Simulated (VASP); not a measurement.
# CdSiN2 (P-4m2) in VASP: further runs

CdSiN2 is run at these levels: r2SCAN, PBE; tasks: single point.

Program: VASP 6.6.1. These are calculated values, not measurements. Logs are shortened: lines on timing, memory, paths and dates and some standing lists are left out, and cuts for length are marked.

### 1 The cell of the first run

The structure is tetragonal, space group P-4m2 (No. 115). Conventional cell: a = 3.058 Å, b = 3.058 Å, c = 10.212 Å, α = 90.00°, β = 90.00°, γ = 90.00°. Within 2.8 Å of Cd (site symmetry 2mm) lie 4 N at 2.08 to 2.44 Å. Within 2.8 Å of N (site symmetry -4m2) lie 4 Cd at 2.08 Å. Within 2.2 Å of N (site symmetry 2mm) lie 2 Si at 1.69 Å. N (site symmetry -4m2) has 4 Si at 1.86 Å within 2.5 Å. Si (site symmetry 2mm) has 4 N at 1.69 to 1.86 Å within 2.2 Å.

### 2 Single point, r2SCAN (11.94 Å³/atom)

The input, POSCAR:

```
CdSiN2
1.0
    3.0581408269      0.0000000000      0.0000000000
    0.0000000000      3.0581408269      0.0000000000
    0.0000000000      0.0000000000     10.2116679123
Cd N Si
2 4 2
Direct
    0.5000000000      0.0000000000      0.8616232094
    0.0000000000      0.5000000000      0.1383767906
    0.5000000000      0.5000000000      0.0000000000
    0.0000000000      0.0000000000      0.3247102099
    0.5000000000      0.5000000000      0.5000000000
    0.0000000000      0.0000000000      0.6752897901
    0.5000000000      0.0000000000      0.3956755403
    0.0000000000      0.5000000000      0.6043244597
```

The input, INCAR.step1:

```
ALGO = Normal ; EDIFF = 1E-5
ENCUT = 770 ; GGA = PE
GGA_COMPAT = F ; ISMEAR = -1
LASPH = T ; LCHARG = F
LREAL = F ; LWAVE = T
NBANDS = 44 ; NELM = 120
PREC = Accurate ; SIGMA = 0.02
```

The input, INCAR.step2:

```
ALGO = Normal ; EDIFF = 1E-6
ENCUT = 770 ; GGA_COMPAT = F
ISIF = 2 ; ISMEAR = -1
ISTART = 1 ; LASPH = T
LCHARG = T ; LELF = T
LMIXTAU = T ; LREAL = F
LVHAR = T ; LWAVE = F
METAGGA = R2SCAN ; NBANDS = 44
NELM = 120 ; PREC = Accurate
SIGMA = 0.02
```

The input, KPOINTS:

```
k-points
0
Gamma
  8 8 2
```

Potentials or basis: VASP PAW PBE potentials, release 64 (Cd_sv_GW, N, Si).

Run with:

```bash
$ cat potpaw_PBE.64/Cd_sv_GW/POTCAR potpaw_PBE.64/N/POTCAR potpaw_PBE.64/Si/POTCAR > POTCAR
$ cp INCAR.step1 INCAR
$ mpirun -np 1 vasp_std > vasp.out
$ cp INCAR.step2 INCAR
$ mpirun -np 1 vasp_std > vasp.out
```

OUTCAR:

```text
EDIFF = 1E-6
   ENCUT = 770
   ISIF = 2
   ISMEAR = -1
   ISTART = 1
   LASPH = T
   LREAL = F
   METAGGA = R2SCAN
   NELM = 120
   PREC = Accurate

 ion  position               nearest neighbor table
   1  0.500  0.000  0.862-   3 2.08   3 2.08
   2  0.000  0.500  0.138-   3 2.08   3 2.08
   3  0.500  0.500  0.000-   1 2.08   2 2.08   1 2.08   2 2.08
   4  0.000  0.000  0.325-   7 1.69   7 1.69
   5  0.500  0.500  0.500-   7 1.86   8 1.86   7 1.86   8 1.86
   6  0.000  0.000  0.675-   8 1.69   8 1.69
   7  0.500  0.000  0.396-   4 1.69   4 1.69   5 1.86   5 1.86   8 3.04   8 3.04   8 3.04   8 3.04

   8  0.000  0.500  0.604-   6 1.69   6 1.69   5 1.86   5 1.86   7 3.04   7 3.04   7 3.04   7 3.04

  LATTYP: Found a simple tetragonal cell.
 ALAT       =     3.0581408269
 C/A-ratio  =     3.3391751689

  Lattice vectors:

 A1 = (   3.0581408269,   0.0000000000,   0.0000000000)
 A2 = (   0.0000000000,   3.0581408269,   0.0000000000)
 A3 = (   0.0000000000,   0.0000000000,  10.2116679123)

Analysis of symmetry for initial positions (statically):
=====================================================================
 Subroutine PRICEL returns:
 Original cell was already a primitive cell.

 Routine SETGRP: Setting up the symmetry group for a
 simple tetragonal supercell.

 Subroutine GETGRP returns: Found  8 space group operations
 (whereof  8 operations were pure point group operations)
 out of a pool of 16 trial point group operations.

The static configuration has the point symmetry D_2d.

Analysis of symmetry for dynamics (positions and initial velocities):
=====================================================================
 Subroutine PRICEL returns:
 Original cell was already a primitive cell.

 Routine SETGRP: Setting up the symmetry group for a
 simple tetragonal supercell.

 Subroutine GETGRP returns: Found  8 space group operations
 (whereof  8 operations were pure point group operations)
 out of a pool of 16 trial point group operations.

The dynamic configuration has the point symmetry D_2d.

 Subroutine INISYM returns: Found  8 space group operations
 (whereof  8 operations are pure point group operations),
 and found     1 'primitive' translations

----------------------------------------------------------------------------------------

                                     Primitive cell

  volume of cell :      95.5018

  direct lattice vectors                    reciprocal lattice vectors
     3.058140827  0.000000000  0.000000000     0.326996060  0.000000000  0.000000000
     0.000000000  3.058140827  0.000000000     0.000000000  0.326996060  0.000000000
     0.000000000  0.000000000 10.211667912     0.000000000  0.000000000  0.097927195

  length of vectors
     3.058140827  3.058140827 10.211667912     0.326996060  0.326996060  0.097927195

  position of ions in fractional coordinates (direct lattice)
     0.500000000  0.000000000  0.861623209
     0.000000000  0.500000000  0.138376791
     0.500000000  0.500000000  0.000000000
     0.000000000  0.000000000  0.324710210
     0.500000000  0.500000000  0.500000000
     0.000000000  0.000000000  0.675289790
     0.500000000  0.000000000  0.395675540
     0.000000000  0.500000000  0.604324460

  ion indices of the primitive-cell ions
   primitive index   ion index
                 1           1
                 2           2
                 3           3
                 4           4
                 5           5
                 6           6
                 7           7
                 8           8

----------------------------------------------------------------------------------------

 KPOINTS: k-points

Automatic generation of k-mesh.
 Grid dimensions read from file:
 generate k-points for:    8    8    2

 Generating k-lattice:

  Cartesian coordinates                     Fractional coordinates (reciprocal lattice)
     0.040874507  0.000000000  0.000000000     0.125000000  0.000000000  0.000000000
     0.000000000  0.040874507  0.000000000     0.000000000  0.125000000  0.000000000
     0.000000000  0.000000000  0.048963598     0.000000000  0.000000000  0.500000000

  Length of vectors
     0.040874507  0.040874507  0.048963598

  Shift w.r.t. Gamma in fractional coordinates (k-lattice)
     0.000000000  0.000000000  0.000000000

 Subroutine IBZKPT returns following result:
 ===========================================

 Found     30 irreducible k-points:

 Following reciprocal coordinates:
            Coordinates               Weight
  0.000000  0.000000  0.000000      1.000000
  0.125000  0.000000  0.000000      4.000000
  0.250000  0.000000  0.000000      4.000000
  0.375000  0.000000  0.000000      4.000000
  0.500000  0.000000  0.000000      2.000000
  0.125000  0.125000  0.000000      4.000000
[... 16 lines left out ...]
  0.375000  0.125000  0.500000      8.000000
  0.500000  0.125000  0.500000      4.000000
 [... further k-points ...]
   k-points           NKPTS =     30   k-points in BZ     NKDIM =     30   number of bands    NBANDS=     44
   number of dos      NEDOS =    301   number of ions     NIONS =      8
   total plane-waves  NPLWV =  75264
   dimension x,y,z NGX =    28 NGY =   28 NGZ =   96
   dimension x,y,z NGXF=    56 NGYF=   56 NGZF=  192
   ions per type =               2   4   2
   NGX,Y,Z   is equivalent  to a cutoff of  15.22, 15.22, 15.63 a.u.
   NGXF,Y,Z  is equivalent  to a cutoff of  30.44, 30.44, 31.26 a.u.
 SYSTEM =  unknown system
   PREC   = accura    normal or accurate (medium, high low for compatibility)
   ISTART =      1    job   : 0-new  1-cont  2-samecut
   ICHARG =      0    charge: 1-file 2-atom 10-const
   ISPIN  =      1    spin polarized calculation?
   LNONCOLLINEAR =      F non collinear calculations
   LSORBIT =      F    spin-orbit coupling
   LASPH  =      T    aspherical Exc in radial PAW
   ENCUT  =  770.0 eV  56.59 Ry    7.52 a.u.   6.92  6.92 23.10*2*pi/ulx,y,z
   NELM   =    120;   NELMIN=  2; NELMDL=  0     # of ELM steps
   EDIFF  = 0.1E-05   stopping-criterion for ELM
   LREAL  =      F    real-space projection
   EDIFFG = 0.1E-04   stopping-criterion for IOM
   NSW    =      0    number of steps for IOM
   IBRION =     -1    ionic relax: 0-MD 1-quasi-New 2-CG
   NFREE  =      0    steps in history (QN), initial steepest desc. (CG)
   ISIF   =      2    stress and relaxation
   ISYM   =      2    0-nonsym 1-usesym 2-fastsym
   POTIM  = 0.5000    time-step for ionic-motion
   TEBEG  =    0.0;   TEEND  =   0.0 temperature during run
   PSTRESS=    0.0 pullay stress
   NELECT =      68.0000    total number of electrons
   NUPDOWN=      -1.0000    fix difference up-down
   EMIN   =  10.00;   EMAX   =-10.00  energy-range for DOS
   EFERMI =   0.00;   METHOD = LEGACY
   ISMEAR =    -1;   SIGMA  =   0.02  broadening in eV -4-tet -1-fermi 0-gaus
   EFERMI_NEDOS =   21; number of points for ismear=-14 and -15
   IALGO  =     38    algorithm
   IMIX   =      4    mixing-type and parameters
     AMIX     =   0.40;   BMIX     =  1.00
     AMIX_MAG =   1.60;   BMIX_MAG =  1.00
  volume/ion in A,a.u.               =      11.94        80.56
  Fermi-wavevector in a.u.,A,eV,Ry     =   1.461865  2.762524 29.076319  2.137049
  Thomas-Fermi vector in A             =   2.578146
   LORBIT       =      0    0 simple, 1 ext, 2 COOP (PROOUT), +10 PAW based schemes
   METAGGA = R2SCAN    functional components
   LHFCALC =     F    Hartree Fock is set to
   AEXX    =    0.0000 exact exchange contribution
   IVDW    =     0    specifies the selected vdW correction
   LEPSILON=     F    determine dielectric tensor
   LRPA    =     F    only Hartree local field effects (RPA)
 non-spin polarized calculation
  energy-cutoff  :      770.00
  volume of cell :       95.50
 maximum number of plane-waves:      4664
 NGX is ok and might be reduce to    28
   NGX = 13   NGY = 13   NGZ = 47

 number of electron      68.0000025 magnetization

 Free energy of the ion-electron system (eV)
  ---------------------------------------------------
  ext. energy  EPLUGINS =         0.00000000
  ---------------------------------------------------
  free energy    TOTEN  =       -96.48455129 eV

  energy without entropy =      -96.48223753  energy(sigma->0) =      -96.48339441

 E-fermi :   8.8922     XC(G=0): -12.0960

 val. band max:        8.8909897070   @ k =   0.3750   0.0000   0.5000
 cond. band min:       8.9526768907   @ k =   0.5000   0.0000   0.0000
 fundamental gap:      0.0616871837
 Fermi energy:         8.8921989719

 k-point     1 :       0.0000    0.0000    0.0000
  band No.  band energies     occupation
      1     -97.0196      2.00000
      2     -97.0194      2.00000
      3     -57.2491      2.00000
      4     -57.2491      2.00000
      5     -57.1683      2.00000
      6     -57.1683      2.00000
[... 36 lines left out ...]
     43      16.7687      0.00000
     44      16.9500      0.00000

 k-point     2 :       0.1250    0.0000    0.0000
  band No.  band energies     occupation
      1     -97.0194      2.00000
      2     -97.0192      2.00000
      3     -57.2529      2.00000
      4     -57.2488      2.00000
      5     -57.1725      2.00000
      6     -57.1680      2.00000
[... 36 lines left out ...]
     43      16.5561      0.00000
     44      16.6788      0.00000

 k-point     3 :       0.2500    0.0000    0.0000
  band No.  band energies     occupation
      1     -97.0188      2.00000
      2     -97.0187      2.00000
      3     -57.2621      2.00000
      4     -57.2481      2.00000
      5     -57.1827      2.00000
      6     -57.1674      2.00000
[... 36 lines left out ...]
     43      15.7475      0.00000
     44      16.2892      0.00000

 k-point     4 :       0.3750    0.0000    0.0000
  band No.  band energies     occupation
      1     -97.0183      2.00000
      2     -97.0182      2.00000
      3     -57.2713      2.00000
      4     -57.2474      2.00000
      5     -57.1929      2.00000
      6     -57.1668      2.00000
[... 882 lines left out ...]
     43      15.3830      0.00000
     44      15.7347      0.00000

 k-point    23 :       0.3750    0.1250    0.5000
  band No.  band energies     occupation
      1     -97.0181      2.00000
      2     -97.0180      2.00000
      3     -57.2710      2.00000
      4     -57.2512      2.00000
      5     -57.1926      2.00000
      6     -57.1709      2.00000
[... 36 lines left out ...]
     43      14.9431      0.00000
     44      15.6839      0.00000

 k-point    24 :       0.5000    0.1250    0.5000
  band No.  band energies     occupation
      1     -97.0179      2.00000
      2     -97.0178      2.00000
      3     -57.2748      2.00000
      4     -57.2509      2.00000
      5     -57.1969      2.00000
      6     -57.1707      2.00000
[... 36 lines left out ...]
     43      14.2856      0.00000
     44      15.9592      0.00000

 [... further k-points ...]
[... 5 lines left out ...]
  --------------------------------------------------------------------------------------
  -------------------------------------------------------------------------------------
  Total        3.4619825      3.4619825      3.2913127      0.0000000      0.0000000      0.0000000
  in kB       58.0796247     58.0796247     55.2164000      0.0000000      0.0000000      0.0000000
  external PRESSURE =      57.1252165 kB  Pullay stress =       0.0000000 kB

 VOLUME and BASIS-vectors are now :
 -----------------------------------------------------------------------------
  energy-cutoff  :      770.00
  volume of cell :       95.50
      direct lattice vectors                 reciprocal lattice vectors
     3.058140827  0.000000000  0.000000000     0.326996060  0.000000000  0.000000000
     0.000000000  3.058140827  0.000000000     0.000000000  0.326996060  0.000000000
     0.000000000  0.000000000 10.211667912     0.000000000  0.000000000  0.097927195

 POSITION                                       TOTAL-FORCE (eV/Angst)
 -----------------------------------------------------------------------------------
      1.52907      0.00000      8.79861        -0.000000     -0.000000     -0.246790
      0.00000      1.52907      1.41306        -0.000000     -0.000000      0.246790
      1.52907      1.52907      0.00000        -0.000000      0.000000     -0.000000
      0.00000      0.00000      3.31583        -0.000000     -0.000000     -0.249528
      1.52907      1.52907      5.10583         0.000000     -0.000000     -0.000000
      0.00000      0.00000      6.89584        -0.000000     -0.000000      0.249528
      1.52907      0.00000      4.04051        -0.000000      0.000000      0.012389
      0.00000      1.52907      6.17116        -0.000000     -0.000000     -0.012389
 -----------------------------------------------------------------------------------
    total drift:                                0.000000      0.000000      0.000000

  FREE ENERGIE OF THE ION-ELECTRON SYSTEM (eV)
  ---------------------------------------------------
  free  energy   TOTEN  =       -96.4845512880 eV

  energy  without entropy=      -96.4822375332  energy(sigma->0) =      -96.48339441
```

It took 7.7 min on 1 thread of Intel Xeon 6975P-C (Granite Rapids), shared host; peak memory 0.44 GiB.

Results:

| Item | Value |
| --- | --- |
| Free energy | -96.4846 eV |
| Pressure | 5.7 GPa |
| Largest force | 0.250 eV/Å |
| Band gap on the k mesh | zero (bands 34 and 35 overlap by 0.44 eV) |

Forces in eV/Å, atoms in the order of the input:
```
Cd   0.000  0.000 -0.247
Cd   0.000  0.000  0.247
N    0.000  0.000  0.000
N    0.000  0.000 -0.250
N    0.000  0.000  0.000
N    0.000  0.000  0.250
Si   0.000  0.000  0.012
Si   0.000  0.000 -0.012
```

Caveat: the cell stands under pressure; semilocal functionals underestimate gaps, and a narrow one can read as zero; the PAW data sets were made with another functional, which shifts forces and pressure a little.

### 3 Single point, PBE (13.00 Å³/atom)

This run uses another cell than the first one, of 13.00 Å³/atom.

The input, INCAR:

```
SYSTEM = CdSiN2
ALGO = Normal
EDIFF = 1E-6
ENCUT = 700
GGA = PE
GGA_COMPAT = .FALSE.
ISIF = 2
ISMEAR = -1
LASPH = .TRUE.
LCHARG = .TRUE.
LELF = .TRUE.
LREAL = .FALSE.
LVHAR = .TRUE.
LWAVE = .FALSE.
NBANDS = 44
NELM = 120
PREC = Accurate
SIGMA = 0.02
```

The input, KPOINTS:

```
k-points
0
G
  6 6 2
  0 0 0
```

The input, POSCAR:

```
CdSiN2
1.0
    3.1442719548      0.0000000000      0.0000000000
    0.0000000000      3.1442719548      0.0000000000
    0.0000000000      0.0000000000     10.5186823996
Cd N Si
2 4 2
Direct
    0.5000000000      0.0000000000      0.8612896092
    0.0000000000      0.5000000000      0.1387103908
    0.5000000000      0.5000000000      0.0000000000
    0.0000000000      0.0000000000      0.3241738653
    0.5000000000      0.5000000000      0.5000000000
    0.0000000000      0.0000000000      0.6758261347
    0.5000000000      0.0000000000      0.3956506726
    0.0000000000      0.5000000000      0.6043493274
```

Potentials or basis: VASP PAW PBE potentials, release 64 (Cd_sv_GW, N, Si).

Run with:

```bash
$ cat potpaw_PBE.64/Cd_sv_GW/POTCAR potpaw_PBE.64/N/POTCAR potpaw_PBE.64/Si/POTCAR > POTCAR
$ mpirun -np 1 vasp_std > vasp.out
```

Run time: 93 s. Hardware: 1 thread of AMD EPYC 9R45 (Zen 5), shared host; peak memory 0.31 GiB.

Results (log left out):

```
Free energy            : -46.6445 eV
Pressure               : -4.5 GPa
Largest force          : 0.178 eV/Å
Band gap on the k mesh : zero (bands 34 and 35 overlap by 0.38 eV)
```

Forces in eV/Å, atoms in the order of the input:
```
Cd   0.000  0.000  0.119
Cd   0.000  0.000 -0.119
N    0.000  0.000  0.000
N    0.000  0.000  0.178
N    0.000  0.000  0.000
N    0.000  0.000 -0.178
Si   0.000  0.000 -0.002
Si   0.000  0.000  0.002
```

Stress tensor (GPa, compression positive):
```
-4.65  0.00  0.00
 0.00 -4.65  0.00
 0.00  0.00 -4.07
```

Levels at points of the mesh, in eV from the Fermi level:
```
           k point  band 30  band 31  band 32  band 33  band 34  band 35  band 36  band 37  band 38  band 39
(0.00, 0.00, 0.00)    -3.17    -2.96    -2.96    -1.35    -0.28    -0.28    -0.01     1.00     1.89     1.91
(0.50, 0.00, 0.00)    -5.00    -3.42    -2.95    -2.70     0.09     0.69     1.17     2.33     2.44     3.45
(0.50, 0.50, 0.00)    -4.68    -4.17    -2.89    -2.89    -2.62     0.08     1.36     2.75     3.81     4.21
(0.00, 0.00, 0.50)    -3.82    -2.95    -2.95    -0.38    -0.29    -0.29    -0.23     0.66     1.38     2.24
(0.50, 0.00, 0.50)    -4.50    -3.67    -3.12    -2.70     0.09     1.19     1.55     1.64     1.68     3.88
(0.50, 0.50, 0.50)    -4.68    -4.31    -2.89    -2.89    -2.73     0.51     1.96     2.10     2.64     4.41
```

Caveat: the cell stands under tension; semilocal functionals underestimate gaps, and a narrow one can read as zero.

The gap in the log of VASP goes by the Fermi energy; the results here count the filled bands.